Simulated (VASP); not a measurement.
# Cu (Fm-3m) in VASP: a series of runs

Cu is run at these levels: LDA; tasks: single point.

All numbers are computed with VASP 6.6.1; they aren't measurements. Logs are shortened: lines on timing, memory, paths and dates and some standing lists are left out, and cuts for length are marked.

### Step 1. The cell of the first run

Symmetry: Fm-3m, No. 225, cubic system. The conventional cell has a = 3.518 Å, b = 3.518 Å, c = 3.518 Å, α = 90.00°, β = 90.00°, γ = 90.00°. Cu (site symmetry m-3m) has 12 Cu at 2.49 Å within 3.3 Å.

### Step 2. Single point, LDA

Input file INCAR:

```
PREC     = Accurate       # precision mode
ENCUT    = 520            # plane-wave cutoff, eV
EDIFF    = 1E-6           # SCF threshold, eV
ISMEAR   = 1              # smearing method
SIGMA    = 0.3            # smearing width, eV
LREAL    = F              # projectors in reciprocal space
LASPH    = T              # aspherical terms in the spheres
NELM     = 80             # most SCF steps
ALGO     = Normal         # electronic algorithm
ISIF     = 2              # what is computed and relaxed
LWAVE    = F              # write WAVECAR
LCHARG   = F              # write CHGCAR
GGA      = CA             # functional
NBANDS   = 12             # bands
```

Input file KPOINTS:

```
regular mesh
0
Gamma
  15 15 15
```

Input file POSCAR:

```
Cu
1.0
    0.0000000000      1.7588202533      1.7588202533
    1.7588202533      0.0000000000      1.7588202533
    1.7588202533      1.7588202533      0.0000000000
Cu
1
Direct
    0.0000000000      0.0000000000      0.0000000000
```

Potentials or basis: VASP PAW LDA potentials, release 64 (Cu).

On the command line:

```bash
$ cat potpaw_LDA.64/Cu/POTCAR > POTCAR
$ mpirun -np 1 vasp_std > vasp.out
```

OUTCAR:

```text
PREC = Accurate
   ENCUT = 520
   EDIFF = 1E-6
   ISMEAR = 1
   LREAL = F
   LASPH = T
   NELM = 80
   ISIF = 2
   GGA = CA

 ion  position               nearest neighbor table
   1  0.000  0.000  0.000-

  LATTYP: Found a face centered cubic cell.
 ALAT       =     3.5176405066

  Lattice vectors:

 A1 = (   0.0000000000,   1.7588202533,   1.7588202533)
 A2 = (   1.7588202533,   0.0000000000,   1.7588202533)
 A3 = (   1.7588202533,   1.7588202533,   0.0000000000)

Analysis of symmetry for initial positions (statically):
=====================================================================
 Subroutine PRICEL returns:
 Original cell was already a primitive cell.

 Routine SETGRP: Setting up the symmetry group for a
 face centered cubic supercell.

 Subroutine GETGRP returns: Found 48 space group operations
 (whereof 48 operations were pure point group operations)
 out of a pool of 48 trial point group operations.

The static configuration has the point symmetry O_h .

Analysis of symmetry for dynamics (positions and initial velocities):
=====================================================================
 Subroutine PRICEL returns:
 Original cell was already a primitive cell.

 Routine SETGRP: Setting up the symmetry group for a
 face centered cubic supercell.

 Subroutine GETGRP returns: Found 48 space group operations
 (whereof 48 operations were pure point group operations)
 out of a pool of 48 trial point group operations.

The dynamic configuration has the point symmetry O_h .

 Subroutine INISYM returns: Found 48 space group operations
 (whereof 48 operations are pure point group operations),
 and found     1 'primitive' translations

----------------------------------------------------------------------------------------

                                     Primitive cell

  volume of cell :      10.8816

  direct lattice vectors                    reciprocal lattice vectors
     0.000000000  1.758820253  1.758820253    -0.284281466  0.284281466  0.284281466
     1.758820253  0.000000000  1.758820253     0.284281466 -0.284281466  0.284281466
     1.758820253  1.758820253  0.000000000     0.284281466  0.284281466 -0.284281466

  length of vectors
     2.487347456  2.487347456  2.487347456     0.492389943  0.492389943  0.492389943

  position of ions in fractional coordinates (direct lattice)
     0.000000000  0.000000000  0.000000000

  ion indices of the primitive-cell ions
   primitive index   ion index
                 1           1

[... 72 lines left out ...]
   LREAL  =      F    real-space projection
   EDIFFG = 0.1E-04   stopping-criterion for IOM
   NSW    =      0    number of steps for IOM
   IBRION =     -1    ionic relax: 0-MD 1-quasi-New 2-CG
   NFREE  =      0    steps in history (QN), initial steepest desc. (CG)
   ISIF   =      2    stress and relaxation
   ISYM   =      2    0-nonsym 1-usesym 2-fastsym
   POTIM  = 0.5000    time-step for ionic-motion
   TEBEG  =    0.0;   TEEND  =   0.0 temperature during run
   PSTRESS=    0.0 pullay stress
   NELECT =      11.0000    total number of electrons
   NUPDOWN=      -1.0000    fix difference up-down
   EMIN   =  10.00;   EMAX   =-10.00  energy-range for DOS
   EFERMI =   0.00;   METHOD = LEGACY
   ISMEAR =     1;   SIGMA  =   0.30  broadening in eV -4-tet -1-fermi 0-gaus
   EFERMI_NEDOS =   21; number of points for ismear=-14 and -15
   IALGO  =     38    algorithm
   IMIX   =      4    mixing-type and parameters
     AMIX     =   0.40;   BMIX     =  1.00
     AMIX_MAG =   1.60;   BMIX_MAG =  1.00
  volume/ion in A,a.u.               =      10.88        73.43
  Fermi-wavevector in a.u.,A,eV,Ry     =   1.643013  3.104844 36.728804  2.699491
  Thomas-Fermi vector in A             =   2.733219
   LORBIT       =      0    0 simple, 1 ext, 2 COOP (PROOUT), +10 PAW based schemes
   GGA     = CA    functional components
   LHFCALC =     F    Hartree Fock is set to
   AEXX    =    0.0000 exact exchange contribution
   IVDW    =     0    specifies the selected vdW correction
   LEPSILON=     F    determine dielectric tensor
   LRPA    =     F    only Hartree local field effects (RPA)
 non-spin polarized calculation
 Methfessel and Paxton  Order N= 1 SIGMA  =   0.30
  energy-cutoff  :      520.00
  volume of cell :       10.88
 maximum number of plane-waves:       303
   NGX =  9   NGY =  9   NGZ =  9

 number of electron      10.9999994 magnetization

 Free energy of the ion-electron system (eV)
  ---------------------------------------------------
  ext. energy  EPLUGINS =         0.00000000
  ---------------------------------------------------
  free energy    TOTEN  =        -4.70736819 eV

  energy without entropy =       -4.70693418  energy(sigma->0) =       -4.70722352

 E-fermi :   8.5140     XC(G=0): -13.5889

 val. band max:        8.4877492962   @ k =  -0.4667   0.1333   0.0667
 cond. band min:       8.6420510729   @ k =   0.4667   0.2667   0.0000
 fundamental gap:      0.1543017768
 Fermi energy:         8.5140351606

 k-point     1 :       0.0000    0.0000    0.0000
  band No.  band energies     occupation
      1      -1.5787      2.00000
      2       5.0662      2.00000
      3       5.0662      2.00000
      4       5.0662      2.00000
      5       6.0164      2.00000
      6       6.0164      2.00000
      7      31.7374      0.00000
      8      34.8618      0.00000
      9      34.8618      0.00000
     10      34.8618      0.00000
     11      37.4794      0.00000
     12      37.4794      0.00000
[... 331 lines left out ...]
 k-point    24 :       0.2000    0.1333    0.0000
  band No.  band energies     occupation
      1      -0.0879      2.00000
      2       4.6532      2.00000
      3       5.3746      2.00000
      4       5.4054      2.00000
      5       5.7271      2.00000
      6       6.1749      2.00000
      7      26.9156      0.00000
      8      29.3252      0.00000
      9      30.2700      0.00000
     10      32.5020      0.00000
     11      35.8625      0.00000
     12      41.2864      0.00000

 [... further k-points ...]
[... 5 lines left out ...]
  --------------------------------------------------------------------------------------
  -------------------------------------------------------------------------------------
  Total        0.0539228      0.0539228      0.0539228     -0.0000000     -0.0000000     -0.0000000
  in kB        7.9394151      7.9394151      7.9394151     -0.0000000     -0.0000000     -0.0000000
  external PRESSURE =       7.9394151 kB  Pullay stress =       0.0000000 kB

 VOLUME and BASIS-vectors are now :
 -----------------------------------------------------------------------------
  energy-cutoff  :      520.00
  volume of cell :       10.88
      direct lattice vectors                 reciprocal lattice vectors
     0.000000000  1.758820253  1.758820253    -0.284281466  0.284281466  0.284281466
     1.758820253  0.000000000  1.758820253     0.284281466 -0.284281466  0.284281466
     1.758820253  1.758820253  0.000000000     0.284281466  0.284281466 -0.284281466

 POSITION                                       TOTAL-FORCE (eV/Angst)
 -----------------------------------------------------------------------------------
      0.00000      0.00000      0.00000         0.000000      0.000000      0.000000
 -----------------------------------------------------------------------------------
    total drift:                                0.000000     -0.000000      0.000000

  FREE ENERGIE OF THE ION-ELECTRON SYSTEM (eV)
  ---------------------------------------------------
  free  energy   TOTEN  =        -4.7073681926 eV

  energy  without entropy=       -4.7069341787  energy(sigma->0) =       -4.70722352
```

Run time: 9.4 s. Hardware: 1 thread of Intel Xeon 6975P-C, shared host; peak memory 0.12 GiB.

What came out:

```
Free energy : -4.7074 eV
Pressure    : 0.8 GPa
```

### Step 3. Single point, LDA

Input file INCAR:

```
PREC = Accurate ; ENCUT = 520
EDIFF = 1E-6 ; ISMEAR = 1
SIGMA = 0.6 ; LREAL = F
LASPH = T ; NELM = 60
ALGO = Normal ; ISIF = 2
LWAVE = F ; LCHARG = F
GGA = CA ; NBANDS = 12
```

KPOINTS is that of step 2.

POSCAR is that of step 2.

Potentials or basis: VASP PAW LDA potentials, release 64 (Cu).

On the command line:

```bash
$ cat potpaw_LDA.64/Cu/POTCAR > POTCAR
$ mpirun -np 1 vasp_std > vasp.out
```

Run time: 9.6 s. Hardware: 1 thread of Intel Xeon 6975P-C, shared host; peak memory 0.13 GiB.

The run converged. Its results:

```yaml
Free_energy: -4.7070 eV
Pressure: 0.9 GPa
```

Levels at points of the mesh, in eV from the Fermi level:
| k point | band 3 | band 4 | band 5 | band 6 | band 7 | band 8 | band 9 | band 10 |
| --- | --- | --- | --- | --- | --- | --- | --- | --- |
| (0.00, 0.00, 0.00) | -3.39 | -3.39 | -2.44 | -2.44 | 23.28 | 26.40 | 26.40 | 26.40 |

### Step 4. Single point, LDA

Input file INCAR:

```
SYSTEM = Cu
ALGO = Normal
EDIFF = 1E-6
ENCUT = 520
GGA = CA
ISIF = 2
ISMEAR = 1
LASPH = .True.
LCHARG = .False.
LREAL = .False.
LWAVE = .False.
NBANDS = 12
NELM = 80
PREC = Accurate
SIGMA = 1.0
```

Input file KPOINTS:

```
k-points
0
Gamma
  15 15 15
  0 0 0
```

POSCAR is that of step 3.

On the command line:

```bash
$ cat potpaw_LDA.64/Cu/POTCAR > POTCAR
$ mpirun -np 1 vasp_std > vasp.out
```

Wall time 8.7 s (1 thread of Intel Xeon 6975P-C, shared host); peak memory 0.12 GiB.

It converged, with:

- Free energy: -4.6978 eV
- Pressure: 0.1 GPa

Levels at points of the mesh, in eV from the Fermi level:
```csv
k point,band 3,band 4,band 5,band 6,band 7,band 8,band 9,band 10
"(0.00, 0.00, 0.00)",-3.22,-3.22,-2.27,-2.27,23.40,26.53,26.53,26.53
```

### Step 5. Single point, LDA

Input file INCAR:

```
SYSTEM = Cu
PREC = Accurate ; ENCUT = 520
EDIFF = 1E-6 ; ISMEAR = 1
SIGMA = 0.01 ; LREAL = .FALSE.
LASPH = .TRUE. ; NELM = 100
ALGO = Normal ; ISIF = 2
LWAVE = .FALSE. ; LCHARG = .FALSE.
NBANDS = 12
```

Input file KPOINTS:

```
Automatic mesh
0
G
  15 15 15
  0 0 0
```

POSCAR is that of step 4.

Potentials or basis: VASP PAW LDA potentials, release 64 (Cu).

On the command line:

```bash
$ cat potpaw_LDA.64/Cu/POTCAR > POTCAR
$ mpirun -np 1 vasp_std > vasp.out
```

OUTCAR:

```text
SYSTEM = Cu
   PREC = Accurate
   ENCUT = 520
   EDIFF = 1E-6
   ISMEAR = 1
   LREAL = .FALSE.
   LASPH = .TRUE.
   NELM = 100
   ISIF = 2

 ion  position               nearest neighbor table
   1  0.000  0.000  0.000-

  LATTYP: Found a face centered cubic cell.
 ALAT       =     3.5176405066

  Lattice vectors:

 A1 = (   0.0000000000,   1.7588202533,   1.7588202533)
 A2 = (   1.7588202533,   0.0000000000,   1.7588202533)
 A3 = (   1.7588202533,   1.7588202533,   0.0000000000)

Analysis of symmetry for initial positions (statically):
[... 529 lines left out ...]
      5       5.7252      2.00000
      6       6.1730      2.00000
      7      26.9153      0.00000
      8      29.3249      0.00000
      9      30.2698      0.00000
     10      32.5018      0.00000
     11      35.8621      0.00000
     12      41.2862      0.00000

 [... further k-points ...]
[... 5 lines left out ...]
  --------------------------------------------------------------------------------------
  -------------------------------------------------------------------------------------
  Total        0.0490254      0.0490254      0.0490254      0.0000000      0.0000000     -0.0000000
  in kB        7.2183348      7.2183348      7.2183348      0.0000000      0.0000000     -0.0000000
  external PRESSURE =       7.2183348 kB  Pullay stress =       0.0000000 kB

 VOLUME and BASIS-vectors are now :
 -----------------------------------------------------------------------------
  energy-cutoff  :      520.00
  volume of cell :       10.88
      direct lattice vectors                 reciprocal lattice vectors
     0.000000000  1.758820253  1.758820253    -0.284281466  0.284281466  0.284281466
     1.758820253  0.000000000  1.758820253     0.284281466 -0.284281466  0.284281466
     1.758820253  1.758820253  0.000000000     0.284281466  0.284281466 -0.284281466

 POSITION                                       TOTAL-FORCE (eV/Angst)
 -----------------------------------------------------------------------------------
      0.00000      0.00000      0.00000         0.000000      0.000000      0.000000
 -----------------------------------------------------------------------------------
    total drift:                               -0.000000     -0.000000     -0.000000

  FREE ENERGIE OF THE ION-ELECTRON SYSTEM (eV)
  ---------------------------------------------------
  free  energy   TOTEN  =        -4.7068598084 eV

  energy  without entropy=       -4.7068214386  energy(sigma->0) =       -4.70684702
```

OSZICAR:

```text
N       E                     dE             d eps       ncg     rms          rms(c)
DAV:   1     0.408486847522E+02    0.40849E+02   -0.53960E+03  3252   0.161E+03
DAV:   2    -0.437415403167E+01   -0.45223E+02   -0.41410E+02  2968   0.209E+02
DAV:   3    -0.571938842960E+01   -0.13452E+01   -0.13285E+01  3332   0.403E+01
DAV:   4    -0.572814947768E+01   -0.87610E-02   -0.87600E-02  3240   0.284E+00
DAV:   5    -0.572823211465E+01   -0.82637E-04   -0.82635E-04  3440   0.283E-01    0.806E+00
DAV:   6    -0.507726907109E+01    0.65096E+00   -0.14853E+01  3448   0.765E+01    0.371E+00
DAV:   7    -0.472508581381E+01    0.35218E+00   -0.22145E+00  3452   0.295E+01    0.658E-01
DAV:   8    -0.470818013513E+01    0.16906E-01   -0.66896E-03  3704   0.949E-01    0.262E-01
DAV:   9    -0.470684656029E+01    0.13336E-02   -0.59418E-03  3680   0.134E+00    0.131E-02
DAV:  10    -0.470685828292E+01   -0.11723E-04   -0.22311E-05  3456   0.679E-02    0.384E-03
DAV:  11    -0.470685980420E+01   -0.15213E-05   -0.66248E-07  2272   0.869E-03    0.436E-04
DAV:  12    -0.470685980843E+01   -0.42287E-08   -0.67130E-08  1772   0.353E-03
   1 F= -.47068598E+01 E0= -.47068470E+01  d E =-.383698E-04
```

Run time: 10 s. Hardware: 1 thread of Intel Xeon 6975P-C, shared host; peak memory 0.12 GiB.

What came out:

| Property | Result |
| --- | --- |
| Free energy | -4.7069 eV |
| Pressure | 0.7 GPa |

### Step 6. Single point, LDA

Input file INCAR:

```
SYSTEM = Cu
ALGO = Normal ; EDIFF = 1E-6
ENCUT = 520 ; GGA = CA
ISIF = 2 ; ISMEAR = 1
LASPH = .True. ; LCHARG = .True.
LELF = .True. ; LREAL = .False.
LVHAR = .True. ; LWAVE = .False.
NBANDS = 12 ; NELM = 80
PREC = Accurate ; SIGMA = 0.1
```

Input file KPOINTS:

```
k-points
0
Gamma
  15 15 15
  0 0 0
```

POSCAR is that of step 5.

Potentials or basis: VASP PAW LDA potentials, release 64 (Cu).

On the command line:

```bash
$ cat potpaw_LDA.64/Cu/POTCAR > POTCAR
$ mpirun -np 1 vasp_std > vasp.out
```

It took 8.5 s on 1 thread of Intel Xeon 6975P-C, shared host; peak memory 0.12 GiB.

The run converged. Its results:

```yaml
Free_energy: -4.7072 eV
Pressure: 0.7 GPa
```

Levels at points of the mesh, in eV from the Fermi level:
```tsv
k point	band 4	band 5	band 6	band 7	band 8	band 9
(0.00, 0.00, 0.00)	-3.44	-2.49	-2.49	23.24	26.36	26.36
```

### Step 7. The runs side by side

```csv
smearing,gap on the mesh (eV),pressure (GPa)
methfessel-paxton 0.3 eV,none,0.8
methfessel-paxton 0.6 eV,none,0.9
methfessel-paxton 1 eV,none,0.1
methfessel-paxton 0.01 eV,none,0.7
methfessel-paxton 0.1 eV,none,0.7
```

Alike in all rows: task single point; level LDA; potentials or basis VASP PAW LDA potentials, release 64 (Cu); no spin polarisation; cell as given; k mesh 15 × 15 × 15; cutoff (eV) 520.

Every run on the cell as given and a fine mesh finds a metal.

Total energies depend on the potentials used, so only differences within one code and one set of settings carry meaning.
